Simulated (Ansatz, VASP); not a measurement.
## One calculation of MgO, two programs

```
Mg O
1.0
     0.00000    2.10600    2.10600
     2.10600    0.00000    2.10600
     2.10600    2.10600    0.00000
Mg O
1 1
Direct
  0.00000 0.00000 0.00000
  0.50000 0.50000 0.50000
```

Alike in both runs: task single point; functional PBEsol; k mesh 8 × 8 × 8; non-collinear spin, spin-orbit coupling.

```csv
,VASP,Ansatz
version,VASP 6.6.1,Ansatz 0.2.0
potentials or method,"VASP PAW PBE potentials, release 64 (Mg, O), cutoff 600 eV","plane waves, PAW"
occupations,"gaussian, width 0.01 eV",fixed
valence electrons in the cell,8,16
```

|  | VASP | Ansatz | Ansatz less VASP |
| --- | --- | --- | --- |
| net moment per atom (μB) | 0.00 | 0.00 | 0.000 |

VASP's potentials were made for PBE, not for PBEsol, and Ansatz warns of the same on its side. VASP's potentials hold 8 valence electrons a cell and Ansatz's 16, so a difference there can come from the potentials and not from the codes.
